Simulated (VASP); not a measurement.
# Cr (P6_3/mmc) in VASP: single point with r2SCAN

Aim: the single point of Cr with r2SCAN.

All numbers are computed with VASP 6.6.1; they aren't measurements. Logs are shortened: lines on timing, memory, paths and dates and some standing lists are left out, and cuts for length are marked.

## Step 1: The cell of the first run

Symmetry: P6_3/mmc, No. 194, hexagonal system. Conventional cell: a = 2.457 Å, b = 2.457 Å, c = 4.472 Å, α = 90.00°, β = 90.00°, γ = 120.00°. Cr (site symmetry -6m2) has 12 Cr at 2.46 to 2.65 Å within 3.2 Å.

This isn't the form of Cr at room conditions, which is bcc.

## Step 2: Single point, r2SCAN, collinear spin, ferromagnetic start

Contents of POSCAR:

```
Cr
1.0
    2.4566965293      0.0000000000      0.0000000000
   -1.2283482647      2.1275616038      0.0000000000
    0.0000000000      0.0000000000      4.4717385997
Cr
2
Direct
    0.3333333333      0.6666666667      0.2500000000
    0.6666666667      0.3333333333      0.7500000000
```

Contents of INCAR.step1:

```
SYSTEM = Cr
  PREC = Accurate
  ENCUT = 520
  ISMEAR = -1
  SIGMA = 0.1
  LREAL = .False.
  LASPH = .True.
  NELM = 150
  ISPIN = 2
  MAGMOM = 1.5 1.5
  LMAXMIX = 4
  NBANDS = 23
  GGA = PE
  ALGO = Normal
  EDIFF = 1E-4
  LWAVE = .True.
  LCHARG = .False.
```

Contents of INCAR.step2:

```
SYSTEM = Cr
  PREC = Accurate
  ENCUT = 520
  EDIFF = 1E-7
  ISMEAR = -1
  SIGMA = 0.1
  LREAL = .False.
  LASPH = .True.
  NELM = 150
  ALGO = Normal
  ISIF = 2
  LWAVE = .False.
  LCHARG = .False.
  ISPIN = 2
  MAGMOM = 1.5 1.5
  LORBIT = 11
  LMAXMIX = 4
  METAGGA = R2SCAN
  LMIXTAU = .True.
  NBANDS = 23
  ISTART = 1
```

Contents of KPOINTS:

```
regular mesh
0
Gamma
  8 8 4
  0 0 0
```

Potentials or basis: VASP PAW PBE potentials, release 64 (Cr_pv).

On the command line:

```bash
cat potpaw_PBE.64/Cr_pv/POTCAR > POTCAR
cp INCAR.step1 INCAR
mpirun -np 1 vasp_std > vasp.out
cp INCAR.step2 INCAR
mpirun -np 1 vasp_std > vasp.out
```

OUTCAR:

```text
SYSTEM = Cr
   PREC = Accurate
   ENCUT = 520
   EDIFF = 1E-7
   ISMEAR = -1
   LREAL = .False.
   LASPH = .True.
   NELM = 150
   ISIF = 2
   ISPIN = 2
   LORBIT = 11
   METAGGA = R2SCAN
   ISTART = 1

 ion  position               nearest neighbor table
   1  0.333  0.667  0.250-   2 2.65   2 2.65   2 2.65   2 2.65   2 2.65   2 2.65
   2  0.667  0.333  0.750-   1 2.65   1 2.65   1 2.65   1 2.65   1 2.65   1 2.65

  LATTYP: Found a hexagonal cell.
 ALAT       =     2.4566965293
 C/A-ratio  =     1.8202242509

  Lattice vectors:

 A1 = (   2.4566965293,   0.0000000000,   0.0000000000)
 A2 = (  -1.2283482647,   2.1275616038,   0.0000000000)
 A3 = (   0.0000000000,   0.0000000000,   4.4717385997)

Analysis of symmetry for initial positions (statically):
=====================================================================
 Subroutine PRICEL returns:
 Original cell was already a primitive cell.

 Routine SETGRP: Setting up the symmetry group for a
 hexagonal supercell.

 Subroutine GETGRP returns: Found 24 space group operations
 (whereof 12 operations were pure point group operations)
 out of a pool of 24 trial point group operations.

The static configuration has the point symmetry D_3d.
 The point group associated with its full space group is D_6h.

Analysis of symmetry for dynamics (positions and initial velocities):
=====================================================================
 Subroutine PRICEL returns:
 Original cell was already a primitive cell.

 Routine SETGRP: Setting up the symmetry group for a
 hexagonal supercell.

 Subroutine GETGRP returns: Found 24 space group operations
 (whereof 12 operations were pure point group operations)
 out of a pool of 24 trial point group operations.

The dynamic configuration has the point symmetry D_3d.
 The point group associated with its full space group is D_6h.

Analysis of structural, dynamic, and magnetic symmetry:
=====================================================================
 Subroutine PRICEL returns:
 Original cell was already a primitive cell.

 Routine SETGRP: Setting up the symmetry group for a
 hexagonal supercell.

 Subroutine GETGRP returns: Found 24 space group operations
 (whereof 12 operations were pure point group operations)
 out of a pool of 24 trial point group operations.

The overall configuration has the point symmetry D_3d.
 The point group associated with its full space group is D_6h.

 Subroutine INISYM returns: Found 24 space group operations
 (whereof 12 operations are pure point group operations),
 and found     1 'primitive' translations

----------------------------------------------------------------------------------------

                                     Primitive cell

  volume of cell :      23.3728

  direct lattice vectors                    reciprocal lattice vectors
     2.456696529  0.000000000  0.000000000     0.407050683  0.235010821  0.000000000
    -1.228348265  2.127561604  0.000000000     0.000000000  0.470021643  0.000000000
     0.000000000  0.000000000  4.471738600     0.000000000  0.000000000  0.223626667

  length of vectors
     2.456696529  2.456696529  4.471738600     0.470021643  0.470021643  0.223626667

  position of ions in fractional coordinates (direct lattice)
     0.333333333  0.666666667  0.250000000
     0.666666667  0.333333333  0.750000000

  ion indices of the primitive-cell ions
   primitive index   ion index
                 1           1
                 2           2

----------------------------------------------------------------------------------------

 KPOINTS: regular mesh

Automatic generation of k-mesh.
 Grid dimensions read from file:
 generate k-points for:    8    8    4

 Generating k-lattice:

  Cartesian coordinates                     Fractional coordinates (reciprocal lattice)
     0.050881335  0.029376353  0.000000000     0.125000000  0.000000000  0.000000000
     0.000000000  0.058752705  0.000000000     0.000000000  0.125000000  0.000000000
     0.000000000  0.000000000  0.055906667     0.000000000  0.000000000  0.250000000

  Length of vectors
     0.058752705  0.058752705  0.055906667

  Shift w.r.t. Gamma in fractional coordinates (k-lattice)
     0.000000000  0.000000000  0.000000000

 Subroutine IBZKPT returns following result:
 ===========================================

 Found     30 irreducible k-points:

 Following reciprocal coordinates:
            Coordinates               Weight
  0.000000  0.000000  0.000000      1.000000
  0.125000  0.000000  0.000000      6.000000
  0.250000  0.000000  0.000000      6.000000
  0.375000  0.000000  0.000000      6.000000
  0.500000  0.000000  0.000000      3.000000
  0.125000  0.125000  0.000000      6.000000
[... 16 lines left out ...]
  0.250000  0.000000  0.500000      6.000000
  0.375000  0.000000  0.500000      6.000000
 [... further k-points ...]
   k-points           NKPTS =     30   k-points in BZ     NKDIM =     30   number of bands    NBANDS=     23
   number of dos      NEDOS =    301   number of ions     NIONS =      2
   total plane-waves  NPLWV =  11664
   dimension x,y,z NGX =    18 NGY =   18 NGZ =   36
   dimension x,y,z NGXF=    36 NGYF=   36 NGZF=   72
   ions per type =               2
   NGX,Y,Z   is equivalent  to a cutoff of  12.18, 12.18, 13.38 a.u.
   NGXF,Y,Z  is equivalent  to a cutoff of  24.36, 24.36, 26.77 a.u.
 SYSTEM =  Cr
   PREC   = accura    normal or accurate (medium, high low for compatibility)
   ISTART =      1    job   : 0-new  1-cont  2-samecut
   ICHARG =      0    charge: 1-file 2-atom 10-const
   ISPIN  =      2    spin polarized calculation?
   LNONCOLLINEAR =      F non collinear calculations
   LSORBIT =      F    spin-orbit coupling
   LASPH  =      T    aspherical Exc in radial PAW
   ENCUT  =  520.0 eV  38.22 Ry    6.18 a.u.   4.57  4.57  8.31*2*pi/ulx,y,z
   NELM   =    150;   NELMIN=  2; NELMDL=  0     # of ELM steps
   EDIFF  = 0.1E-06   stopping-criterion for ELM
   LREAL  =      F    real-space projection
   EDIFFG = 0.1E-05   stopping-criterion for IOM
   NSW    =      0    number of steps for IOM
   IBRION =     -1    ionic relax: 0-MD 1-quasi-New 2-CG
   NFREE  =      0    steps in history (QN), initial steepest desc. (CG)
   ISIF   =      2    stress and relaxation
   ISYM   =      2    0-nonsym 1-usesym 2-fastsym
   POTIM  = 0.5000    time-step for ionic-motion
   TEBEG  =    0.0;   TEEND  =   0.0 temperature during run
   PSTRESS=    0.0 pullay stress
   NELECT =      24.0000    total number of electrons
   NUPDOWN=      -1.0000    fix difference up-down
   EMIN   =  10.00;   EMAX   =-10.00  energy-range for DOS
   EFERMI =   0.00;   METHOD = LEGACY
   ISMEAR =    -1;   SIGMA  =   0.10  broadening in eV -4-tet -1-fermi 0-gaus
   EFERMI_NEDOS =   21; number of points for ismear=-14 and -15
   IALGO  =     38    algorithm
   IMIX   =      4    mixing-type and parameters
     AMIX     =   0.40;   BMIX     =  1.00
     AMIX_MAG =   1.60;   BMIX_MAG =  1.00
  volume/ion in A,a.u.               =      11.69        78.86
  Fermi-wavevector in a.u.,A,eV,Ry     =   1.651614  3.121098 37.114364  2.727829
  Thomas-Fermi vector in A             =   2.740363
   LORBIT       =     11    0 simple, 1 ext, 2 COOP (PROOUT), +10 PAW based schemes
   METAGGA = R2SCAN    functional components
   LHFCALC =     F    Hartree Fock is set to
   AEXX    =    0.0000 exact exchange contribution
   IVDW    =     0    specifies the selected vdW correction
   LEPSILON=     F    determine dielectric tensor
   LRPA    =     F    only Hartree local field effects (RPA)
 spin polarized calculation
  energy-cutoff  :      520.00
  volume of cell :       23.37
 maximum number of plane-waves:       659
   NGX =  9   NGY =  9   NGZ = 17

 number of electron      24.0000008 magnetization      -0.0000047

 Free energy of the ion-electron system (eV)
  ---------------------------------------------------
  ext. energy  EPLUGINS =         0.00000000
  ---------------------------------------------------
  free energy    TOTEN  =       -28.72667939 eV

  energy without entropy =      -28.64126846  energy(sigma->0) =      -28.68397393

 E-fermi :  10.6941     XC(G=0): -14.8666

 val. band max:       10.6588739612   @ k =   0.1250   0.0000   0.2500
 cond. band min:      10.7015546276   @ k =   0.1250   0.0000   0.0000
 fundamental gap:      0.0426806664
 Fermi energy:        10.6940554038

 spin component 1

 k-point     1 :       0.0000    0.0000    0.0000
  band No.  band energies     occupation
      1     -34.2886      1.00000
      2     -33.5804      1.00000
      3     -33.3694      1.00000
      4     -33.3694      1.00000
      5     -33.3070      1.00000
      6     -33.3070      1.00000
[... 15 lines left out ...]
     22      31.0811      0.00000
     23      31.7459      0.00000

 k-point     2 :       0.1250    0.0000    0.0000
  band No.  band energies     occupation
      1     -34.2418      1.00000
      2     -33.5827      1.00000
      3     -33.5160      1.00000
      4     -33.4552      1.00000
      5     -33.4076      1.00000
      6     -33.3343      1.00000
[... 15 lines left out ...]
     22      30.8599      0.00000
     23      31.8446      0.00000

 k-point     3 :       0.2500    0.0000    0.0000
  band No.  band energies     occupation
      1     -34.1198      1.00000
      2     -33.8691      1.00000
      3     -33.7991      1.00000
      4     -33.5968      1.00000
      5     -33.4966      1.00000
      6     -33.4023      1.00000
[... 15 lines left out ...]
     22      26.5886      0.00000
     23      30.7146      0.00000
[... 495 lines left out ...]
 k-point    23 :       0.2500    0.0000    0.5000
  band No.  band energies     occupation
      1     -33.9749      1.00000
      2     -33.9749      1.00000
      3     -33.7192      1.00000
      4     -33.7192      1.00000
      5     -33.4496      1.00000
      6     -33.4496      1.00000
[... 15 lines left out ...]
     22      26.4183      0.00000
     23      28.0945      0.00000

 k-point    24 :       0.3750    0.0000    0.5000
  band No.  band energies     occupation
      1     -34.2314      1.00000
      2     -34.2314      1.00000
      3     -33.7443      1.00000
      4     -33.7443      1.00000
      5     -33.5274      1.00000
      6     -33.5274      1.00000
[... 15 lines left out ...]
     22      23.6712      0.00000
     23      27.9183      0.00000

 [... further k-points ...]

 spin component 2

 k-point     1 :       0.0000    0.0000    0.0000
  band No.  band energies     occupation
      1     -34.2886      1.00000
      2     -33.5804      1.00000
      3     -33.3694      1.00000
      4     -33.3694      1.00000
      5     -33.3070      1.00000
      6     -33.3070      1.00000
[... 15 lines left out ...]
     22      31.0811      0.00000
     23      31.7459      0.00000

 k-point     2 :       0.1250    0.0000    0.0000
  band No.  band energies     occupation
      1     -34.2418      1.00000
      2     -33.5827      1.00000
      3     -33.5160      1.00000
      4     -33.4552      1.00000
      5     -33.4076      1.00000
      6     -33.3343      1.00000
[... 15 lines left out ...]
     22      30.8599      0.00000
     23      31.8446      0.00000

 k-point     3 :       0.2500    0.0000    0.0000
  band No.  band energies     occupation
      1     -34.1198      1.00000
      2     -33.8691      1.00000
      3     -33.7991      1.00000
      4     -33.5968      1.00000
      5     -33.4966      1.00000
      6     -33.4023      1.00000
[... 15 lines left out ...]
     22      26.5886      0.00000
     23      30.7146      0.00000
[... 495 lines left out ...]
 k-point    23 :       0.2500    0.0000    0.5000
  band No.  band energies     occupation
      1     -33.9749      1.00000
      2     -33.9749      1.00000
      3     -33.7192      1.00000
      4     -33.7192      1.00000
      5     -33.4496      1.00000
      6     -33.4496      1.00000
[... 15 lines left out ...]
     22      26.4183      0.00000
     23      28.0945      0.00000

 k-point    24 :       0.3750    0.0000    0.5000
  band No.  band energies     occupation
      1     -34.2314      1.00000
      2     -34.2314      1.00000
      3     -33.7443      1.00000
      4     -33.7443      1.00000
      5     -33.5274      1.00000
      6     -33.5274      1.00000
[... 15 lines left out ...]
     22      23.6712      0.00000
     23      27.9183      0.00000

 [... further k-points ...]

------------------------ aborting loop because EDIFF is reached ----------------------------------------

  FORCE on cell =-STRESS in cart. coord.  units (eV):
  Direction    XX          YY          ZZ          XY          YZ          ZX
  --------------------------------------------------------------------------------------
  -------------------------------------------------------------------------------------
  Total        0.1569443      0.1569443     -0.1938537     -0.0000000     -0.0000000      0.0000000
  in kB       10.7583616     10.7583616    -13.2884621     -0.0000000     -0.0000000      0.0000000
  external PRESSURE =       2.7427537 kB  Pullay stress =       0.0000000 kB

 VOLUME and BASIS-vectors are now :
 -----------------------------------------------------------------------------
  energy-cutoff  :      520.00
  volume of cell :       23.37
      direct lattice vectors                 reciprocal lattice vectors
     2.456696529  0.000000000  0.000000000     0.407050683  0.235010821  0.000000000
    -1.228348265  2.127561604  0.000000000     0.000000000  0.470021643  0.000000000
     0.000000000  0.000000000  4.471738600     0.000000000  0.000000000  0.223626667

 POSITION                                       TOTAL-FORCE (eV/Angst)
 -----------------------------------------------------------------------------------
     -0.00000      1.41837      1.11793        -0.000000      0.000000      0.000000
      1.22835      0.70919      3.35380         0.000000     -0.000000      0.000000
 -----------------------------------------------------------------------------------
    total drift:                                0.000000     -0.000000      0.000000

  FREE ENERGIE OF THE ION-ELECTRON SYSTEM (eV)
  ---------------------------------------------------
  free  energy   TOTEN  =       -28.7266793941 eV

  energy  without entropy=      -28.6412684620  energy(sigma->0) =      -28.68397393

 total charge

# of ion       s       p       d       tot
------------------------------------------
    1        0.697   6.394   4.205  11.297
    2        0.697   6.394   4.205  11.297
--------------------------------------------------
tot          1.395  12.789   8.411  22.594

 magnetization (x)

# of ion       s       p       d       tot
------------------------------------------
    1       -0.000  -0.000  -0.000  -0.000
    2       -0.000  -0.000  -0.000  -0.000
--------------------------------------------------
tot         -0.000  -0.000  -0.000  -0.000
```

Run time: 4.2 min. Hardware: 1 thread of Intel Xeon Platinum 8375C at 2.90GHz (Ice Lake), shared host; peak memory 0.15 GiB.

What came out:

- Free energy: -28.7267 eV
- Pressure: 0.3 GPa
- Band gap on the k mesh: zero (filled and empty bands overlap)
- Net moment: 0.00 μB per cell
- Valence electrons inside the program's atomic spheres: Cr 11.30

Stress tensor (GPa, compression positive):
```
 1.08  0.00  0.00
 0.00  1.08  0.00
 0.00  0.00 -1.33
```

Levels at points of the mesh, in eV from the Fermi level:
Spin up:
| k point | band 9 | band 10 | band 11 | band 12 | band 13 | band 14 | band 15 | band 16 |
| --- | --- | --- | --- | --- | --- | --- | --- | --- |
| (0.00, 0.00, 0.00) | -1.59 | -0.76 | -0.41 | -0.41 | -0.09 | -0.09 | 1.31 | 1.31 |
| (0.50, 0.00, 0.00) | -3.67 | -1.07 | -0.79 | -0.51 | 0.02 | 2.48 | 3.01 | 3.12 |
| (0.00, 0.00, 0.50) | -2.01 | -2.01 | -0.37 | -0.37 | -0.37 | -0.37 | 2.00 | 2.00 |
| (0.50, 0.00, 0.50) | -2.77 | -2.77 | 1.12 | 1.12 | 1.18 | 1.18 | 3.07 | 3.07 |
Spin down:
```tsv
k point	band 8	band 9	band 10	band 11	band 12	band 13	band 14	band 15	band 16	band 17
(0.00, 0.00, 0.00)	-4.55	-1.59	-0.76	-0.41	-0.41	-0.09	-0.09	1.31	1.31	2.41
(0.50, 0.00, 0.00)	-3.83	-3.67	-1.07	-0.79	-0.51	0.02	2.48	3.01	3.12	3.39
(0.00, 0.00, 0.50)	-6.26	-2.01	-2.01	-0.37	-0.37	-0.37	-0.37	2.00	2.00	2.00
(0.50, 0.00, 0.50)	-4.28	-2.77	-2.77	1.12	1.12	1.18	1.18	3.07	3.07	3.39
```

Caveat: the k points lie up to 0.37 Å⁻¹ apart, too coarse for converged energies and pressures of a metal; the moments typed at the start vanished in this run; the PAW data sets were made with another functional, which shifts forces and pressure a little.

The gap in the log of VASP goes by the Fermi energy; the results here count the filled bands.